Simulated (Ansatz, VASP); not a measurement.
## Hf: VASP beside Ansatz

```xyz
2
Lattice="3.2002 0.0000 0.0000 -1.6001 2.7715 0.0000 0.0000 0.0000 5.0706" Properties=species:S:1:pos:R:3 pbc="T T T"
Hf    0.0000    1.8477    1.2676
Hf    1.6001    0.9238    3.8029
```

Alike in both runs: task single point; functional PBEsol; k mesh 19 × 19 × 10; occupations fermi-dirac, width 0.1 eV; no spin polarisation.

|  | VASP | Ansatz |
| --- | --- | --- |
| version | VASP 6.6.1 | Ansatz 0.2.0 |
| potentials or method | VASP PAW PBE potentials, release 64 (Hf_pv), cutoff 520 eV | plane waves (420 eV) with PAW, scalar-relativistic |
| valence electrons in the cell | 20 | 52 |

```tsv
	VASP	Ansatz	Ansatz less VASP
pressure (GPa)	-4.6	-4.2	+0.38
traceless stress, the component that is largest in VASP (GPa)	-0.18	-0.12	+0.059
```

VASP's potentials were made for PBE, not for PBEsol, and Ansatz warns of the same on its side. VASP's potentials hold 20 valence electrons a cell and Ansatz's 52, so a difference there can come from the potentials and not from the codes.

Spin-orbit coupling is off throughout.
